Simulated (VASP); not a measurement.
Set up this calculation in VASP 6.6.1, as the native input.

| Item | Value |
| --- | --- |
| Task | relaxation of cell and atoms |
| Functional | LDA |
| Potentials or basis | VASP PAW LDA potentials, release 64 (Cs_sv, H) |
| Cutoff | 600 eV |
| k mesh | 8 × 8 × 8 |
| Occupations | gaussian, width 0.02 eV |
| Spin | no spin polarisation |
| Dipole correction | no |
| Further INCAR settings | ALGO = Normal; EDIFF = 1e-06; IBRION = 2; EDIFFG = -0.005; NSW = 100; ISIF = 3 |

The structure of CsH lies in POSCAR:

```
CsH
1.0
    3.6385986753      0.0000000000      0.0000000000
    0.0000000000      3.6385986753      0.0000000000
    0.0000000000      0.0000000000      3.6385986753
Cs H
1 1
Direct
    0.0000000000      0.0000000000      0.0000000000
    0.5000000000      0.5000000000      0.5000000000
```

These files were run (other wordings do the same):

INCAR

```
SYSTEM = CsH
PREC     = Accurate       ! precision mode
ENCUT    = 600            ! plane-wave cutoff, eV
EDIFF    = 1E-6           ! SCF threshold, eV
ISMEAR   = 0              ! smearing method
SIGMA    = 0.02           ! smearing width, eV
LREAL    = .False.        ! projectors in reciprocal space
LASPH    = .True.         ! aspherical terms in the spheres
NELM     = 80             ! most SCF steps
ALGO     = Normal         ! electronic algorithm
ISIF     = 3              ! what is computed and relaxed
LWAVE    = .False.        ! write WAVECAR
LCHARG   = .False.        ! write CHGCAR
GGA      = CA             ! functional
IBRION   = 2              ! ionic algorithm
NSW      = 100            ! ionic steps
EDIFFG   = -0.005         ! ionic threshold
```

KPOINTS

```
regular mesh
0
Gamma
  8 8 8
  0 0 0
```

Potentials or basis: VASP PAW LDA potentials, release 64 (Cs_sv, H).

Run with:

```bash
$ cat potpaw_LDA.64/Cs_sv/POTCAR potpaw_LDA.64/H/POTCAR > POTCAR
$ mpirun -np 1 vasp_std > vasp.out
```

Results of the run:

| Item | Value |
| --- | --- |
| Relaxed volume | 24.28 Å³/atom |
| Relaxed cell | a = 3.648 Å, b = 3.648 Å, c = 3.648 Å, α = 90.00°, β = 90.00°, γ = 90.00° |
| Space group after relaxing (to 0.1 Å) | Pm-3m (No. 221) |
| Energy gained by relaxing | 0.1 meV/atom |
| Ionic steps | 3 |
| Pressure after relaxing | 0.0 GPa |
| Band gap on the k mesh | 2.36 eV |

Caveat: spin-orbit coupling is left out, which moves the levels of the heavy elements.

Run time: 26 s on 1 thread of Intel(R) Xeon(R) Platinum 8259CL CPU @ 2.50GHz (Skylake/Cascade Lake), with other jobs on the host, peak memory 0.16 GiB.
